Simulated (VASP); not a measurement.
Te: single point with LDA

Te:

```
Te
1.0
     4.29663    0.00000    0.00000
    -2.14832    3.72099    0.00000
     0.00000    0.00000    5.90411
Te
3
Direct
  0.28554 0.00000 0.33333
  0.00000 0.28554 0.66667
  0.71446 0.71446 0.00000
```

```json
{"Program": "VASP 6.6.1", "Task": "single point", "Functional": "LDA", "Potentials or basis": "VASP PAW LDA potentials, release 64 (Te)", "Cutoff": "520 eV", "k mesh": "7 × 7 × 5", "Occupations": "fermi-dirac, width 0.05 eV", "Spin": "no spin polarisation"}
```

```
Pressure               : 0.0 GPa
Largest force          : 0.023 eV/Å
Band gap on the k mesh : 0.40 eV (least direct gap 0.61 eV)
```

Forces in eV/Å, atoms in the order of the input:
```
Te   0.023  0.000  0.000
Te  -0.012  0.020  0.000
Te  -0.012 -0.020  0.000
```

Stress tensor (GPa, compression positive):
```
-0.04  0.00  0.00
 0.00 -0.04  0.00
 0.00  0.00  0.20
```

Levels at points of the mesh, in eV from the valence-band top:
```
           k point  band 6  band 7  band 8  band 9  band 10  band 11  band 12  band 13
(0.00, 0.00, 0.00)   -2.46   -1.66   -1.66   -1.03     1.17     1.17     1.83     4.96
```

Wall time 18 s on 1 thread of Intel(R) Xeon(R) 6975P-C (Granite Rapids), with other jobs on the host, peak memory 0.19 GiB.

Caveat: spin-orbit coupling is left out, which moves the levels of the heavy elements; an odd mesh through Γ misses points on the zone boundary, where band edges can lie.
